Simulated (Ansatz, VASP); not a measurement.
One calculation of Al2O, two programs

```
CELL_PARAMETERS angstrom
2.64378 0.00000 0.00000
0.00000 2.64378 0.00000
0.00000 0.00000 13.93230
ATOMIC_POSITIONS crystal
Al 0.00000 0.00000 0.83756
Al 0.00000 0.00000 0.16244
Al 0.00000 0.00000 0.50000
Al 0.50000 0.50000 0.00000
O 0.50000 0.50000 0.20875
O 0.50000 0.50000 0.79125
```

Change from the starting cell: species swapped into the Fe2Si type (P4/mmm, No. 123).

Alike in both runs: task single point; functional PBE; k mesh 6 × 6 × 2; occupations gaussian, width 0.1 eV; collinear spin.

|  | VASP | Ansatz |
| --- | --- | --- |
| version | VASP 6.6.1 | Ansatz 0.2.0 |
| potentials or method | VASP PAW PBE potentials, release 64 (Al, O), cutoff 520 eV | scalar-relativistic, plane waves, PAW |
| valence electrons in the cell | 24 | 24 |

```csv
,VASP,Ansatz,Ansatz less VASP
gap on the k mesh at the Fermi level (eV),none,none,-
pressure (GPa),0.0,0.0,+0.05
"traceless stress, the component that is largest in VASP (GPa)",0.17,0.23,+0.056
rms of the force components (eV/Å),0.008,0.002,-0.0054
net moment per atom (μB),0.00,0.00,0.000
```

Atom by atom the forces differ by 0.006 eV/Å (rms over components). A gap of «none» marks a metal or a gap that the smearing closes. With one functional, cell and mesh, what is left measures potentials, basis and numerics. Ansatz's warnings: seeded moment not kept.

The k mesh is coarse, so the values compare programs but aren't converged.
